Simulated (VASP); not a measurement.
Write the native input for VASP 6.6.1 that does the following.

* Task: single point
* Functional: r2SCAN
* Potentials or basis: VASP PAW PBE potentials, release 64 (K_sv, Mg, F)
* Cutoff: 520 eV
* k mesh: 6 × 6 × 6
* Occupations: gaussian, width 0.02 eV
* Spin: no spin polarisation
* Dipole correction: no
* Further INCAR settings: ALGO = Normal; EDIFF = 1e-06; NBANDS = 24

The system is KMgF3.

```
K Mg F
1.0
     3.94061    0.00000    0.00000
     0.00000    3.94061    0.00000
     0.00000    0.00000    3.94061
K Mg F
1 1 3
Direct
  0.50000 0.50000 0.50000
  0.00000 0.00000 0.00000
  0.50000 0.00000 0.00000
  0.00000 0.50000 0.00000
  0.00000 0.00000 0.50000
```

This cell differs from its parent crystal: volume scaled by 0.97.

One way to write it, as run:

POSCAR

```
KMgF3
1.0
    3.9406057852      0.0000000000      0.0000000000
    0.0000000000      3.9406057852      0.0000000000
    0.0000000000      0.0000000000      3.9406057852
K Mg F
1 1 3
Direct
    0.5000000000      0.5000000000      0.5000000000
    0.0000000000      0.0000000000      0.0000000000
    0.5000000000      0.0000000000      0.0000000000
    0.0000000000      0.5000000000      0.0000000000
    0.0000000000      0.0000000000      0.5000000000
```

INCAR.step1

```
SYSTEM = KMgF3
PREC = Accurate
ENCUT = 520
ISMEAR = 0
SIGMA = 0.02
LREAL = .False.
LASPH = .True.
NELM = 100
NBANDS = 24
GGA = PE
ALGO = Normal
EDIFF = 1E-4
LWAVE = .True.
LCHARG = .False.
```

INCAR.step2

```
SYSTEM = KMgF3
PREC = Accurate
ENCUT = 520
EDIFF = 1E-6
ISMEAR = 0
SIGMA = 0.02
LREAL = .False.
LASPH = .True.
NELM = 100
ALGO = Normal
ISIF = 2
LWAVE = .False.
LCHARG = .True.
METAGGA = R2SCAN
LMIXTAU = .True.
LELF = .True.
LVHAR = .True.
NBANDS = 24
ISTART = 1
```

KPOINTS

```
regular mesh
0
Gamma
  6 6 6
  0 0 0
```

Potentials or basis: VASP PAW PBE potentials, release 64 (K_sv, Mg, F).

Launch:

```console
$ cat potpaw_PBE.64/K_sv/POTCAR potpaw_PBE.64/Mg/POTCAR potpaw_PBE.64/F/POTCAR > POTCAR
$ cp INCAR.step1 INCAR
$ mpirun -np 1 vasp_std > vasp.out
$ cp INCAR.step2 INCAR
$ mpirun -np 1 vasp_std > vasp.out
```

Results of the run:

```json
{"Pressure": "1.9 GPa", "Band gap on the k mesh": "8.52 eV, indirect (least direct gap 8.85 eV)"}
```

Caveat: the PAW data sets were made with another functional, which shifts forces and pressure a little.

Run time: 84 s on 1 thread of Intel Xeon 6975P-C (shared host), peak memory 0.19 GiB.
